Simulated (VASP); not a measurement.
# SiC3 (P-4m2) in VASP: notebook

Aim: see how the results for SiC3 move with the level of theory and the settings. Levels: PBE, HSE06. Tasks: single point.

Program: VASP 6.6.1. These are calculated values, not measurements. Logs are shortened: lines on timing, memory, paths and dates and some standing lists are left out, and cuts for length are marked.

## (1) The cell of the first run

Symmetry: P-4m2, No. 115, tetragonal system. The conventional cell has a = 2.796 Å, b = 2.796 Å, c = 4.090 Å, α = 90.00°, β = 90.00°, γ = 90.00°. Within 2.2 Å of C (site symmetry 2mm) lie 2 C at 1.65 Å and 2 Si at 1.82 Å. C (site symmetry -4m2) has 4 C at 1.65 Å within 2.2 Å. Within 2.4 Å of Si (site symmetry -4m2) lie 4 C at 1.82 Å.

## (2) Single point, PBE

File INCAR:

```
SYSTEM = SiC3
ALGO = Normal
EDIFF = 1E-6
ENCUT = 520
GGA = PE
ISIF = 2
ISMEAR = 0
LASPH = .True.
LCHARG = .True.
LELF = .True.
LREAL = .False.
LVHAR = .True.
LWAVE = .False.
NBANDS = 16
NELM = 80
PREC = Accurate
SIGMA = 0.01
```

File KPOINTS:

```
k-points
0
Gamma
  6 6 4
  0 0 0
```

File POSCAR:

```
SiC3
1.0
    2.7964006874      0.0000000000      0.0000000000
    0.0000000000      2.7964006874      0.0000000000
    0.0000000000      0.0000000000      4.0900436006
C Si
3 1
Direct
    0.5000000000      0.0000000000      0.7862689761
    0.5000000000      0.5000000000      0.0000000000
    0.0000000000      0.5000000000      0.2137310239
    0.0000000000      0.0000000000      0.5000000000
```

Potentials or basis: VASP PAW PBE potentials, release 64 (C, Si).

The run is started by

```console
$ cat potpaw_PBE.64/C/POTCAR potpaw_PBE.64/Si/POTCAR > POTCAR
$ mpirun -np 1 vasp_std > vasp.out
```

OUTCAR:

```text
SYSTEM = SiC3
   EDIFF = 1E-6
   ENCUT = 520
   GGA = PE
   ISIF = 2
   ISMEAR = 0
   LASPH = .True.
   LREAL = .False.
   NELM = 80
   PREC = Accurate

 ion  position               nearest neighbor table
   1  0.500  0.000  0.786-   2 1.65   2 1.65   4 1.82   4 1.82
   2  0.500  0.500  0.000-   1 1.65   3 1.65   1 1.65   3 1.65
   3  0.000  0.500  0.214-   2 1.65   2 1.65   4 1.82   4 1.82
   4  0.000  0.000  0.500-   1 1.82   3 1.82   3 1.82   1 1.82

  LATTYP: Found a simple tetragonal cell.
 ALAT       =     2.7964006874
 C/A-ratio  =     1.4626099969

  Lattice vectors:

 A1 = (   2.7964006874,   0.0000000000,   0.0000000000)
 A2 = (   0.0000000000,   2.7964006874,   0.0000000000)
 A3 = (   0.0000000000,   0.0000000000,   4.0900436006)

Analysis of symmetry for initial positions (statically):
=====================================================================
 Subroutine PRICEL returns:
 Original cell was already a primitive cell.

 Routine SETGRP: Setting up the symmetry group for a
 simple tetragonal supercell.

 Subroutine GETGRP returns: Found  8 space group operations
 (whereof  8 operations were pure point group operations)
 out of a pool of 16 trial point group operations.

The static configuration has the point symmetry D_2d.

Analysis of symmetry for dynamics (positions and initial velocities):
=====================================================================
 Subroutine PRICEL returns:
 Original cell was already a primitive cell.

 Routine SETGRP: Setting up the symmetry group for a
 simple tetragonal supercell.

 Subroutine GETGRP returns: Found  8 space group operations
 (whereof  8 operations were pure point group operations)
 out of a pool of 16 trial point group operations.

The dynamic configuration has the point symmetry D_2d.

 Subroutine INISYM returns: Found  8 space group operations
 (whereof  8 operations are pure point group operations),
 and found     1 'primitive' translations

----------------------------------------------------------------------------------------

                                     Primitive cell

  volume of cell :      31.9836

  direct lattice vectors                    reciprocal lattice vectors
     2.796400687  0.000000000  0.000000000     0.357602544  0.000000000  0.000000000
     0.000000000  2.796400687  0.000000000     0.000000000  0.357602544  0.000000000
     0.000000000  0.000000000  4.090043601     0.000000000  0.000000000  0.244496171

  length of vectors
     2.796400687  2.796400687  4.090043601     0.357602544  0.357602544  0.244496171

  position of ions in fractional coordinates (direct lattice)
     0.500000000  0.000000000  0.786268976
     0.500000000  0.500000000  0.000000000
     0.000000000  0.500000000  0.213731024
     0.000000000  0.000000000  0.500000000

  ion indices of the primitive-cell ions
   primitive index   ion index
                 1           1
                 2           2
                 3           3
                 4           4

----------------------------------------------------------------------------------------

 KPOINTS: k-points

Automatic generation of k-mesh.
 Grid dimensions read from file:
 generate k-points for:    6    6    4

 Generating k-lattice:

  Cartesian coordinates                     Fractional coordinates (reciprocal lattice)
     0.059600424  0.000000000  0.000000000     0.166666667  0.000000000  0.000000000
     0.000000000  0.059600424  0.000000000     0.000000000  0.166666667  0.000000000
     0.000000000  0.000000000  0.061124043     0.000000000  0.000000000  0.250000000

  Length of vectors
     0.059600424  0.059600424  0.061124043

  Shift w.r.t. Gamma in fractional coordinates (k-lattice)
     0.000000000  0.000000000  0.000000000

 Subroutine IBZKPT returns following result:
 ===========================================

 Found     30 irreducible k-points:

 Following reciprocal coordinates:
            Coordinates               Weight
  0.000000  0.000000  0.000000      1.000000
  0.166667  0.000000  0.000000      4.000000
  0.333333  0.000000  0.000000      4.000000
  0.500000  0.000000  0.000000      2.000000
  0.166667  0.166667  0.000000      4.000000
  0.333333  0.166667  0.000000      8.000000
[... 16 lines left out ...]
  0.333333  0.000000  0.500000      4.000000
  0.500000  0.000000  0.500000      2.000000
 [... further k-points ...]
   k-points           NKPTS =     30   k-points in BZ     NKDIM =     30   number of bands    NBANDS=     16
   number of dos      NEDOS =    301   number of ions     NIONS =      4
   total plane-waves  NPLWV =  17280
   dimension x,y,z NGX =    24 NGY =   24 NGZ =   30
   dimension x,y,z NGXF=    48 NGYF=   48 NGZF=   60
   ions per type =               3   1
   NGX,Y,Z   is equivalent  to a cutoff of  14.27, 14.27, 12.19 a.u.
   NGXF,Y,Z  is equivalent  to a cutoff of  28.54, 28.54, 24.39 a.u.
 SYSTEM =  SiC3
   PREC   = accura    normal or accurate (medium, high low for compatibility)
   ISTART =      0    job   : 0-new  1-cont  2-samecut
   ICHARG =      2    charge: 1-file 2-atom 10-const
   ISPIN  =      1    spin polarized calculation?
   LNONCOLLINEAR =      F non collinear calculations
   LSORBIT =      F    spin-orbit coupling
   LASPH  =      T    aspherical Exc in radial PAW
   ENCUT  =  520.0 eV  38.22 Ry    6.18 a.u.   5.20  5.20  7.60*2*pi/ulx,y,z
   NELM   =     80;   NELMIN=  2; NELMDL= -5     # of ELM steps
   EDIFF  = 0.1E-05   stopping-criterion for ELM
   LREAL  =      F    real-space projection
   EDIFFG = 0.1E-04   stopping-criterion for IOM
   NSW    =      0    number of steps for IOM
   IBRION =     -1    ionic relax: 0-MD 1-quasi-New 2-CG
   NFREE  =      0    steps in history (QN), initial steepest desc. (CG)
   ISIF   =      2    stress and relaxation
   ISYM   =      2    0-nonsym 1-usesym 2-fastsym
   POTIM  = 0.5000    time-step for ionic-motion
   TEBEG  =    0.0;   TEEND  =   0.0 temperature during run
   PSTRESS=    0.0 pullay stress
   NELECT =      16.0000    total number of electrons
   NUPDOWN=      -1.0000    fix difference up-down
   EMIN   =  10.00;   EMAX   =-10.00  energy-range for DOS
   EFERMI =   0.00;   METHOD = LEGACY
   ISMEAR =     0;   SIGMA  =   0.01  broadening in eV -4-tet -1-fermi 0-gaus
   EFERMI_NEDOS =   21; number of points for ismear=-14 and -15
   IALGO  =     38    algorithm
   IMIX   =      4    mixing-type and parameters
     AMIX     =   0.40;   BMIX     =  1.00
     AMIX_MAG =   1.60;   BMIX_MAG =  1.00
  volume/ion in A,a.u.               =       8.00        53.96
  Fermi-wavevector in a.u.,A,eV,Ry     =   1.299589  2.455866 22.979297  1.688931
  Thomas-Fermi vector in A             =   2.430843
   LORBIT       =      0    0 simple, 1 ext, 2 COOP (PROOUT), +10 PAW based schemes
   GGA     = PE    functional components
   LHFCALC =     F    Hartree Fock is set to
   AEXX    =    0.0000 exact exchange contribution
   IVDW    =     0    specifies the selected vdW correction
   LEPSILON=     F    determine dielectric tensor
   LRPA    =     F    only Hartree local field effects (RPA)
 non-spin polarized calculation
 Gauss-broadening in eV      SIGMA  =   0.01
  energy-cutoff  :      520.00
  volume of cell :       31.98
 maximum number of plane-waves:       888
 NGX is ok and might be reduce to    24
   NGX = 11   NGY = 11   NGZ = 15

 number of electron      16.0000000 magnetization

 Free energy of the ion-electron system (eV)
  ---------------------------------------------------
  ext. energy  EPLUGINS =         0.00000000
  ---------------------------------------------------
  free energy    TOTEN  =       -31.07561628 eV

  energy without entropy =      -31.07561628  energy(sigma->0) =      -31.07561628

 E-fermi :   9.4779     XC(G=0): -12.1022

 val. band max:        9.4261124342   @ k =   0.0000   0.0000   0.0000
 cond. band min:      11.0660597755   @ k =   0.5000   0.5000   0.0000
 fundamental gap:      1.6399473412
 Fermi energy:         9.4779204954

 k-point     1 :       0.0000    0.0000    0.0000
  band No.  band energies     occupation
      1      -9.2699      2.00000
      2      -2.6524      2.00000
      3      -1.4009      2.00000
      4       3.9790      2.00000
      5       3.9790      2.00000
      6       8.7459      2.00000
[... 8 lines left out ...]
     15      22.8513      0.00000
     16      24.1400      0.00000

 k-point     2 :       0.1667    0.0000    0.0000
  band No.  band energies     occupation
      1      -8.8524      2.00000
      2      -2.4984      2.00000
      3      -1.1170      2.00000
      4       2.3176      2.00000
      5       4.2598      2.00000
      6       7.4454      2.00000
[... 8 lines left out ...]
     15      23.2777      0.00000
     16      23.3097      0.00000

 k-point     3 :       0.3333    0.0000    0.0000
  band No.  band energies     occupation
      1      -7.6434      2.00000
      2      -3.1909      2.00000
      3      -0.4014      2.00000
      4       1.3763      2.00000
      5       4.6301      2.00000
      6       4.9546      2.00000
[... 8 lines left out ...]
     15      21.3090      0.00000
     16      22.5635      0.00000

 k-point     4 :       0.5000    0.0000    0.0000
  band No.  band energies     occupation
      1      -6.2575      2.00000
      2      -4.8337      2.00000
      3       0.4869      2.00000
      4       2.6233      2.00000
      5       2.9770      2.00000
      6       3.1875      2.00000
[... 8 lines left out ...]
     15      20.6972      0.00000
     16      21.9813      0.00000
[... 324 lines left out ...]
 k-point    22 :       0.1667    0.0000    0.5000
  band No.  band energies     occupation
      1      -7.8217      2.00000
      2      -5.9616      2.00000
      3       2.0329      2.00000
      4       3.6021      2.00000
      5       4.6698      2.00000
      6       5.7760      2.00000
[... 8 lines left out ...]
     15      20.0551      0.00000
     16      21.1676      0.00000

 k-point    23 :       0.3333    0.0000    0.5000
  band No.  band energies     occupation
      1      -6.7463      2.00000
      2      -4.8163      2.00000
      3      -0.8284      2.00000
      4       0.9340      2.00000
      5       5.2176      2.00000
      6       6.2892      2.00000
[... 8 lines left out ...]
     15      19.8100      0.00000
     16      21.7378      0.00000

 k-point    24 :       0.5000    0.0000    0.5000
  band No.  band energies     occupation
      1      -5.7418      2.00000
      2      -4.0385      2.00000
      3      -1.9156      2.00000
      4      -1.1201      2.00000
      5       5.5449      2.00000
      6       6.7186      2.00000
[... 8 lines left out ...]
     15      20.7164      0.00000
     16      22.0563      0.00000

 [... further k-points ...]
[... 5 lines left out ...]
  --------------------------------------------------------------------------------------
  -------------------------------------------------------------------------------------
  Total        0.6169811      0.6169811      0.7667058      0.0000000      0.0000000      0.0000000
  in kB       30.9069176     30.9069176     38.4071959      0.0000000      0.0000000      0.0000000
  external PRESSURE =      33.4070104 kB  Pullay stress =       0.0000000 kB

 VOLUME and BASIS-vectors are now :
 -----------------------------------------------------------------------------
  energy-cutoff  :      520.00
  volume of cell :       31.98
      direct lattice vectors                 reciprocal lattice vectors
     2.796400687  0.000000000  0.000000000     0.357602544  0.000000000  0.000000000
     0.000000000  2.796400687  0.000000000     0.000000000  0.357602544  0.000000000
     0.000000000  0.000000000  4.090043601     0.000000000  0.000000000  0.244496171

 POSITION                                       TOTAL-FORCE (eV/Angst)
 -----------------------------------------------------------------------------------
      1.39820      0.00000      3.21587         0.000000      0.000000      0.318471
      1.39820      1.39820      0.00000         0.000000     -0.000000      0.000000
      0.00000      1.39820      0.87417         0.000000      0.000000     -0.318471
      0.00000      0.00000      2.04502         0.000000      0.000000      0.000000
 -----------------------------------------------------------------------------------
    total drift:                                0.000000     -0.000000     -0.000000

  FREE ENERGIE OF THE ION-ELECTRON SYSTEM (eV)
  ---------------------------------------------------
  free  energy   TOTEN  =       -31.0756162790 eV

  energy  without entropy=      -31.0756162790  energy(sigma->0) =      -31.07561628
```

Run time: 6.1 s. Hardware: 1 thread of Intel Xeon 6975P-C (Granite Rapids), shared host; peak memory 0.14 GiB.

Results:

```yaml
Free_energy: -31.0756 eV
Pressure: 3.3 GPa
Largest_force: 0.318 eV/Å
Band_gap_on_the_k_mesh: 1.64 eV, indirect (least direct gap 1.85 eV)
```

Forces on the atoms (eV/Å):
```
C    0.000  0.000  0.318
C    0.000  0.000  0.000
C    0.000  0.000 -0.318
Si   0.000  0.000  0.000
```

A k mesh can miss the band edges. PBE gaps usually lie below the measured ones, often by a third to a half.

## (3) Single point, PBE

File INCAR:

```
PREC = Accurate
ENCUT = 520
EDIFF = 1E-7
ISMEAR = 1
SIGMA = 0.233
LREAL = F
LASPH = T
NELM = 60
ALGO = Normal
ISIF = 2
LWAVE = F
LCHARG = F
GGA = PE
NBANDS = 16
```

File KPOINTS:

```
regular mesh
0
Gamma
  6 6 4
```

POSCAR is that of step 2.

Potentials or basis: VASP PAW PBE potentials, release 64 (C, Si).

The run is started by

```console
$ cat potpaw_PBE.64/C/POTCAR potpaw_PBE.64/Si/POTCAR > POTCAR
$ mpirun -np 1 vasp_std > vasp.out
```

It took 7 s on 1 thread of Intel Xeon 6975P-C (Granite Rapids), shared host; peak memory 0.14 GiB.

It converged, with:

```
Free energy            : -31.0751 eV
Pressure               : 3.3 GPa
Largest force          : 0.319 eV/Å
Band gap on the k mesh : 1.64 eV, indirect (least direct gap 1.85 eV)
```

Forces on the atoms (eV/Å):
```
C    0.000  0.000  0.319
C    0.000  0.000  0.000
C    0.000  0.000 -0.319
Si   0.000  0.000  0.000
```

Stress tensor (GPa, compression positive):
```
3.09 0.00 0.00
0.00 3.09 0.00
0.00 0.00 3.83
```

Levels at points of the mesh, in eV from the valence-band top:
| k point | band 4 | band 5 | band 6 | band 7 | band 8 | band 9 | band 10 | band 11 | band 12 | band 13 |
| --- | --- | --- | --- | --- | --- | --- | --- | --- | --- | --- |
| (0.00, 0.00, 0.00) | -5.45 | -5.45 | -0.68 | 0.00 | 0.00 | 1.85 | 2.88 | 5.06 | 5.57 | 5.57 |
| (0.50, 0.00, 0.00) | -6.80 | -6.45 | -6.24 | -4.00 | -0.85 | 4.73 | 5.85 | 6.07 | 7.55 | 10.10 |
| (0.50, 0.50, 0.00) | -8.49 | -6.12 | -5.31 | -5.31 | -3.87 | 1.64 | 1.64 | 1.97 | 5.10 | 12.42 |
| (0.00, 0.00, 0.50) | -4.99 | -4.99 | -4.05 | -1.45 | -1.45 | 2.68 | 2.98 | 6.02 | 7.89 | 7.98 |
| (0.50, 0.00, 0.50) | -10.55 | -3.88 | -2.71 | -2.27 | -0.73 | 3.01 | 5.58 | 6.18 | 6.19 | 8.17 |
| (0.50, 0.50, 0.50) | -7.39 | -7.14 | -6.71 | -6.71 | -6.32 | 5.42 | 5.42 | 6.06 | 8.78 | 9.59 |

## (4) Single point, HSE06

POSCAR is that of step 3.

File INCAR.step1:

```
PREC = Accurate
ENCUT = 520
EDIFF = 1E-5
ISMEAR = 0
SIGMA = 0.01
LREAL = F
LASPH = T
NELM = 80
ALGO = Normal
ISIF = 2
LWAVE = T
LCHARG = F
GGA = PE
NBANDS = 16
```

File INCAR.step2:

```
PREC = Accurate
ENCUT = 520
EDIFF = 1E-6
ISMEAR = 0
SIGMA = 0.01
LREAL = F
LASPH = T
NELM = 80
ALGO = Normal
ISIF = 2
LWAVE = F
LCHARG = F
GGA = PE
LHFCALC = T
HFSCREEN = 0.2079
PRECFOCK = Normal
ISTART = 1
NBANDS = 16
```

File KPOINTS:

```
regular mesh
0
Gamma
  4 4 4
```

The run is started by

```console
$ cat potpaw_PBE.64/C/POTCAR potpaw_PBE.64/Si/POTCAR > POTCAR
$ cp INCAR.step1 INCAR
$ mpirun -np 1 vasp_std > vasp.out
$ cp INCAR.step2 INCAR
$ mpirun -np 1 vasp_std > vasp.out
```

Run time: 2.5 min. Hardware: 1 thread of Intel Xeon 6975P-C (Granite Rapids), shared host; peak memory 0.25 GiB.

It converged, with:

```yaml
Free_energy: -36.0692 eV
Pressure: -3.2 GPa
Largest_force: 0.237 eV/Å
Band_gap_on_the_k_mesh: 2.62 eV, indirect (least direct gap 2.92 eV)
```

Forces in eV/Å, atoms in the order of the input:
```
C    0.000  0.000  0.237
C    0.000  0.000  0.000
C    0.000  0.000 -0.237
Si   0.000  0.000  0.000
```

Stress tensor (GPa, compression positive):
```
-2.50  0.00  0.00
 0.00 -2.50  0.00
 0.00  0.00 -4.52
```

Levels at points of the mesh, in eV from the valence-band top:
```csv
k point,band 6,band 7,band 8,band 9,band 10,band 11
"(0.00, 0.00, 0.00)",-0.63,0.00,0.00,2.92,4.00,6.36
"(0.50, 0.00, 0.00)",-6.67,-4.22,-1.00,6.10,7.09,7.45
"(0.50, 0.50, 0.00)",-5.72,-5.72,-4.30,2.62,2.62,2.96
"(0.00, 0.00, 0.50)",-4.33,-1.60,-1.60,3.88,4.06,7.34
"(0.50, 0.00, 0.50)",-2.84,-2.44,-0.88,4.16,7.05,7.53
"(0.50, 0.50, 0.50)",-7.21,-7.21,-6.92,6.70,6.70,7.35
```

Caveat: the k points lie up to 0.56 Å⁻¹ apart; the PAW data sets were made with another functional, which shifts forces and pressure a little.

## (5) Summary

| level | k mesh | smearing | grid for exact exchange (PRECFOCK) | screening parameter | gap on the mesh (eV) | pressure (GPa) | largest force (eV/Å) |
| --- | --- | --- | --- | --- | --- | --- | --- |
| PBE | 6 × 6 × 4 | gaussian 0.01 eV | - | - | 1.64 | 3.3 | 0.32 |
| PBE | 6 × 6 × 4 | methfessel-paxton 0.233 eV | - | - | 1.64 | 3.3 | 0.32 |
| HSE06 | 4 × 4 × 4 | gaussian 0.01 eV | Normal | 0.2079 1/Å | 2.62 | -3.2 | 0.24 |

Alike in all rows: task single point; potentials or basis VASP PAW PBE potentials, release 64 (C, Si); no spin polarisation; cell as given; cutoff (eV) 520.

Caveats: some runs use coarse meshes; the PAW data sets were made with another functional, which shifts forces and pressure a little (some runs).

Absolute energies hang on the potentials; compare differences alone.
